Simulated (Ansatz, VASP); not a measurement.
# C in VASP and in Ansatz

```
C
1.0
     2.51195   -0.00009    0.00002
     1.25613   -4.23017    2.07723
     1.25608   -4.23052   -6.23235
C
12
Direct
  0.94739 0.50682 0.59832
  0.94744 0.00670 0.09834
  0.05251 0.99333 0.90166
  0.05255 0.49321 0.40168
  0.44737 0.40099 0.70420
  0.44749 0.90076 0.20419
  0.55249 0.09923 0.79580
  0.55260 0.59900 0.29578
  0.25010 0.70188 0.79816
  0.25003 0.20161 0.29825
  0.75005 0.79837 0.70177
  0.74998 0.29810 0.20186
```

Change from the starting cell: cell x2, atoms moved at random (sigma 0.1 Å) and cell strained at random (1.5 %), then relaxed without symmetry.

Alike in both runs: functional PBE; k mesh 6 × 6 × 6; occupations gaussian, width 0.1 eV; no spin polarisation.

Ansatz relaxed the structure, and its values are those at the end. VASP's run is a single point on that final structure, the one shown.

|  | VASP | Ansatz |
| --- | --- | --- |
| version | VASP 6.6.1 | Ansatz 0.2.0 |
| potentials or method | VASP PAW PBE potentials, release 64 (C), cutoff 520 eV | scalar-relativistic, plane waves, PAW |
| valence electrons in the cell | 48 | 48 |

|  | VASP | Ansatz | Ansatz less VASP |
| --- | --- | --- | --- |
| gap on the k mesh at the Fermi level (eV) | 1.62 | 1.62 | +0.002 |
| least direct gap on the mesh (eV) | 1.82 | 1.82 | +0.003 |
| pressure (GPa) | 0.5 | 0.0 | -0.53 |
| rms of the force components (eV/Å) | 0.017 | 0.002 | -0.0144 |

With one functional, cell and mesh, what is left measures potentials, basis and numerics.

The k mesh is coarse, so the values compare programs but aren't converged.
